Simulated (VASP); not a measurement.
# Mg4O in VASP: further runs

Mg4O is run at these levels: PBEsol; tasks: single point.

All numbers are computed with VASP 6.6.1; they aren't measurements. Logs are shortened: lines on timing, memory, paths and dates and some standing lists are left out, and cuts for length are marked.

## Step 1: The cell of the first run

The cell holds a slab with vacuum, 5 atoms: a = 3.188 Å, b = 5.108 Å, c = 19.136 Å, α = 90.00°, β = 90.00°, γ = 90.00°.

## Step 2: Single point, PBEsol

File INCAR:

```
SYSTEM = Mg4O
ALGO = Normal ; DIPOL = 0.5 0.5 0.329
EDIFF = 1E-7 ; ENCUT = 520
GGA = PS ; IDIPOL = 3
ISIF = 2 ; ISMEAR = 0
LASPH = .True. ; LCHARG = .False.
LDIPOL = .True. ; LREAL = .False.
LWAVE = .False. ; NBANDS = 15
NELM = 80 ; PREC = Accurate
SIGMA = 0.1
```

File KPOINTS:

```
k-points
0
Gamma
  8 5 1
  0 0 0
```

File POSCAR:

```
Mg4O
1.0
    3.1881999939      0.0000000000      0.0000000000
    0.0000000000      5.1084658709      0.0000000000
    0.0000000000      0.0000000000     19.1358427726
Mg O
4 1
Direct
    0.0000000000      0.7500000000      0.2090318178
    0.5000000000      0.2500000000      0.2571276385
    0.5000000000      0.7500000000      0.3576109084
    0.0000000000      0.2500000000      0.3990335238
    0.1250000000      0.7500000000      0.4246738493
```

Potentials or basis: VASP PAW PBE potentials, release 64 (Mg, O).

Command:

```
$ cat potpaw_PBE.64/Mg/POTCAR potpaw_PBE.64/O/POTCAR > POTCAR
$ mpirun -np 1 vasp_std > vasp.out
```

OUTCAR:

```text
SYSTEM = Mg4O
   EDIFF = 1E-7
   ENCUT = 520
   GGA = PS
   ISIF = 2
   ISMEAR = 0
   LASPH = .True.
   LREAL = .False.
   NELM = 80
   PREC = Accurate

 ion  position               nearest neighbor table
   1  0.000  0.750  0.209-   2 3.15   2 3.15   2 3.15   2 3.15   3 3.26   3 3.26
   2  0.500  0.250  0.257-   1 3.15   1 3.15   1 3.15   1 3.15   4 3.15   4 3.15   3 3.20   3 3.20

   3  0.500  0.750  0.358-   5 1.75   5 2.37   4 3.11   4 3.11   4 3.11   4 3.11   2 3.20   2 3.20
                             1 3.26   1 3.26
   4  0.000  0.250  0.399-   5 2.63   5 2.63   3 3.11   3 3.11   3 3.11   3 3.11   2 3.15   2 3.15

   5  0.125  0.750  0.425-   3 1.75   3 2.37   4 2.63   4 2.63

  LATTYP: Found a simple orthorhombic cell.
 ALAT       =     3.1881999939
 B/A-ratio  =     1.6023040840
 C/A-ratio  =     6.0020835610

  Lattice vectors:

 A1 = (   3.1881999939,   0.0000000000,   0.0000000000)
 A2 = (   0.0000000000,   5.1084658709,   0.0000000000)
 A3 = (   0.0000000000,   0.0000000000,  19.1358427726)

Analysis of symmetry for initial positions (statically):
=====================================================================
 Subroutine PRICEL returns:
 Original cell was already a primitive cell.

 Routine SETGRP: Setting up the symmetry group for a
 simple orthorhombic supercell.

 Subroutine GETGRP returns: Found  2 space group operations
 (whereof  1 operations were pure point group operations)
 out of a pool of  8 trial point group operations.

The static configuration has the point symmetry C_1 .
 The point group associated with its full space group is C_1h.

Analysis of symmetry for dynamics (positions and initial velocities):
=====================================================================
 Subroutine PRICEL returns:
 Original cell was already a primitive cell.

 Routine SETGRP: Setting up the symmetry group for a
 simple orthorhombic supercell.

 Subroutine GETGRP returns: Found  2 space group operations
 (whereof  1 operations were pure point group operations)
 out of a pool of  8 trial point group operations.

The dynamic configuration has the point symmetry C_1 .
 The point group associated with its full space group is C_1h.

 Subroutine INISYM returns: Found  2 space group operations
 (whereof  1 operations are pure point group operations),
 and found     1 'primitive' translations

----------------------------------------------------------------------------------------

                                     Primitive cell

  volume of cell :     311.6619

  direct lattice vectors                    reciprocal lattice vectors
     3.188199994  0.000000000  0.000000000     0.313656609  0.000000000  0.000000000
     0.000000000  5.108465871  0.000000000     0.000000000  0.195753486  0.000000000
     0.000000000  0.000000000 19.135842773     0.000000000  0.000000000  0.052257954

  length of vectors
     3.188199994  5.108465871 19.135842773     0.313656609  0.195753486  0.052257954

  position of ions in fractional coordinates (direct lattice)
     0.000000000  0.750000000  0.209031818
     0.500000000  0.250000000  0.257127639
     0.500000000  0.750000000  0.357610908
     0.000000000  0.250000000  0.399033524
     0.125000000  0.750000000  0.424673849

  ion indices of the primitive-cell ions
   primitive index   ion index
                 1           1
                 2           2
                 3           3
                 4           4
                 5           5

----------------------------------------------------------------------------------------

 KPOINTS: k-points

Automatic generation of k-mesh.
 Grid dimensions read from file:
 generate k-points for:    8    5    1

 Generating k-lattice:

  Cartesian coordinates                     Fractional coordinates (reciprocal lattice)
     0.039207076  0.000000000  0.000000000     0.125000000  0.000000000  0.000000000
     0.000000000  0.039150697  0.000000000     0.000000000  0.200000000  0.000000000
     0.000000000  0.000000000  0.052257954     0.000000000  0.000000000  1.000000000

  Length of vectors
     0.039207076  0.039150697  0.052257954

  Shift w.r.t. Gamma in fractional coordinates (k-lattice)
     0.000000000  0.000000000  0.000000000

 Subroutine IBZKPT returns following result:
 ===========================================

 Found     15 irreducible k-points:

 Following reciprocal coordinates:
            Coordinates               Weight
  0.000000  0.000000  0.000000      1.000000
  0.125000  0.000000  0.000000      2.000000
  0.250000  0.000000  0.000000      2.000000
  0.375000  0.000000  0.000000      2.000000
  0.500000  0.000000  0.000000      1.000000
  0.000000  0.200000  0.000000      2.000000
  0.125000  0.200000  0.000000      4.000000
  0.250000  0.200000  0.000000      4.000000
  0.375000  0.200000  0.000000      4.000000
  0.500000  0.200000  0.000000      2.000000
  0.000000  0.400000  0.000000      2.000000
  0.125000  0.400000  0.000000      4.000000
  0.250000  0.400000  0.000000      4.000000
  0.375000  0.400000  0.000000      4.000000
  0.500000  0.400000  0.000000      2.000000
   k-points           NKPTS =     15   k-points in BZ     NKDIM =     15   number of bands    NBANDS=     15
   number of dos      NEDOS =    301   number of ions     NIONS =      5
   total plane-waves  NPLWV = 138240
   dimension x,y,z NGX =    24 NGY =   40 NGZ =  144
   dimension x,y,z NGXF=    48 NGYF=   80 NGZF=  288
   ions per type =               4   1
   NGX,Y,Z   is equivalent  to a cutoff of  12.51, 13.02, 12.51 a.u.
   NGXF,Y,Z  is equivalent  to a cutoff of  25.03, 26.03, 25.02 a.u.
 SYSTEM =  Mg4O
   PREC   = accura    normal or accurate (medium, high low for compatibility)
   ISTART =      0    job   : 0-new  1-cont  2-samecut
   ICHARG =      2    charge: 1-file 2-atom 10-const
   ISPIN  =      1    spin polarized calculation?
   LNONCOLLINEAR =      F non collinear calculations
   LSORBIT =      F    spin-orbit coupling
   LASPH  =      T    aspherical Exc in radial PAW
   ENCUT  =  520.0 eV  38.22 Ry    6.18 a.u.   5.93  9.50 35.58*2*pi/ulx,y,z
   NELM   =     80;   NELMIN=  2; NELMDL= -5     # of ELM steps
   EDIFF  = 0.1E-06   stopping-criterion for ELM
   LREAL  =      F    real-space projection
   EDIFFG = 0.1E-05   stopping-criterion for IOM
   NSW    =      0    number of steps for IOM
   IBRION =     -1    ionic relax: 0-MD 1-quasi-New 2-CG
   NFREE  =      0    steps in history (QN), initial steepest desc. (CG)
   ISIF   =      2    stress and relaxation
   ISYM   =      2    0-nonsym 1-usesym 2-fastsym
   POTIM  = 0.5000    time-step for ionic-motion
   TEBEG  =    0.0;   TEEND  =   0.0 temperature during run
   PSTRESS=    0.0 pullay stress
   NELECT =      14.0000    total number of electrons
   NUPDOWN=      -1.0000    fix difference up-down
   EMIN   =  10.00;   EMAX   =-10.00  energy-range for DOS
   EFERMI =   0.00;   METHOD = LEGACY
   ISMEAR =     0;   SIGMA  =   0.10  broadening in eV -4-tet -1-fermi 0-gaus
   EFERMI_NEDOS =   21; number of points for ismear=-14 and -15
   IALGO  =     38    algorithm
   IMIX   =      4    mixing-type and parameters
     AMIX     =   0.40;   BMIX     =  1.00
     AMIX_MAG =   1.60;   BMIX_MAG =  1.00
  volume/ion in A,a.u.               =      62.33       420.64
  Fermi-wavevector in a.u.,A,eV,Ry     =   0.581955  1.099736  4.607912  0.338672
  Thomas-Fermi vector in A             =   1.626667
   LORBIT       =      0    0 simple, 1 ext, 2 COOP (PROOUT), +10 PAW based schemes
   GGA     = PS    functional components
   LHFCALC =     F    Hartree Fock is set to
   AEXX    =    0.0000 exact exchange contribution
   IVDW    =     0    specifies the selected vdW correction
   LEPSILON=     F    determine dielectric tensor
   LRPA    =     F    only Hartree local field effects (RPA)
 non-spin polarized calculation
 Gauss-broadening in eV      SIGMA  =   0.10
  energy-cutoff  :      520.00
  volume of cell :      311.66
 maximum number of plane-waves:      8432
 NGX is ok and might be reduce to    24
   NGX = 11   NGY = 19   NGZ = 71

 number of electron      13.9999999 magnetization

 dipolmoment           0.000000      0.000000      0.113063 electrons x Angstroem

 Free energy of the ion-electron system (eV)
  ---------------------------------------------------
  ext. energy  EPLUGINS =         0.00000000
  ---------------------------------------------------
  free energy    TOTEN  =       -13.23601243 eV

  energy without entropy =      -13.21173563  energy(sigma->0) =      -13.22387403

 E-fermi :  -2.1614     XC(G=0):  -3.5130

 val. band max:       -2.2000559132   @ k =   0.3750   0.4000   0.0000
 cond. band min:      -2.1222515520   @ k =   0.5000   0.2000   0.0000
 fundamental gap:      0.0778043612
 Fermi energy:        -2.1613592438

 k-point     1 :       0.0000    0.0000    0.0000
  band No.  band energies     occupation
      1     -18.7515      2.00000
      2      -7.9885      2.00000
      3      -5.4922      2.00000
      4      -5.2775      2.00000
      5      -4.2985      2.00000
      6      -3.5124      2.00000
      7      -2.5165      2.00000
      8      -2.4077      1.99950
      9      -1.5252      0.00000
     10       0.0389      0.00000
     11       0.6031      0.00000
     12       1.3360      0.00000
     13       2.2466      0.00000
     14       2.6772      0.00000
     15       3.1080      0.00000
[... 235 lines left out ...]
 k-point    15 :       0.5000    0.4000    0.0000
  band No.  band energies     occupation
      1     -18.5087      2.00000
      2      -5.5060      2.00000
      3      -5.0109      2.00000
      4      -4.4052      2.00000
      5      -3.5253      2.00000
      6      -3.0478      2.00000
      7      -2.7614      2.00000
      8      -1.9126      0.00044
      9      -0.8441      0.00000
     10      -0.0073      0.00000
     11       0.3504      0.00000
     12       1.0592      0.00000
     13       1.9965      0.00000
     14       2.6038      0.00000
     15       3.4525      0.00000

------------------------ aborting loop because EDIFF is reached ----------------------------------------

 vacuum level on the upper side and lower side of the slab       (xc-potential included)         0.536        -0.741

  FORCE on cell =-STRESS in cart. coord.  units (eV):
  Direction    XX          YY          ZZ          XY          YZ          ZX
  --------------------------------------------------------------------------------------
  -------------------------------------------------------------------------------------
  Total        1.1699102     -5.6478645      0.3949746      0.0000000      0.0000000     -3.9021950
  in kB        6.0142220    -29.0342897      2.0304680      0.0000000      0.0000000    -20.0602300
  external PRESSURE =      -6.9965332 kB  Pullay stress =       0.0000000 kB

 VOLUME and BASIS-vectors are now :
 -----------------------------------------------------------------------------
  energy-cutoff  :      520.00
  volume of cell :      311.66
      direct lattice vectors                 reciprocal lattice vectors
     3.188199994  0.000000000  0.000000000     0.313656609  0.000000000  0.000000000
     0.000000000  5.108465871  0.000000000     0.000000000  0.195753486  0.000000000
     0.000000000  0.000000000 19.135842773     0.000000000  0.000000000  0.052257954

 POSITION                                       TOTAL-FORCE (eV/Angst)
 -----------------------------------------------------------------------------------
      0.00000      3.83135      4.00000         0.006754      0.000000      0.120846
      1.59410      1.27712      4.92035         0.036757      0.000000     -0.150718
      1.59410      3.83135      6.84319         2.798195      0.000000     -0.529129
      0.00000      1.27712      7.63584         0.337822      0.000000      0.502060
      0.39852      3.83135      8.12649        -3.179528      0.000000      0.056940
 -----------------------------------------------------------------------------------
    total drift:                               -0.000073      0.000000      0.000371

  FREE ENERGIE OF THE ION-ELECTRON SYSTEM (eV)
  ---------------------------------------------------
  free  energy   TOTEN  =       -13.2360124301 eV

  energy  without entropy=      -13.2117356267  energy(sigma->0) =      -13.22387403

 vacuum level on the upper side and lower side of the slab         2.691         1.390
```

Wall time 4 min (1 thread of Intel Xeon 8259CL, shared host); peak memory 0.36 GiB.

What came out:

```yaml
Free_energy: -13.2360 eV
Largest_force: 3.180 eV/Å
Band_gap_on_the_k_mesh: zero (bands 7 and 8 overlap by 0.74 eV)
```

Forces in eV/Å, atoms in the order of the input:
```
Mg   0.007  0.000  0.121
Mg   0.037  0.000 -0.151
Mg   2.798  0.000 -0.529
Mg   0.338  0.000  0.502
O   -3.180  0.000  0.057
```

Caveat: the PAW data sets were made with another functional, which shifts forces and pressure a little.

[end of part 1 of 2]
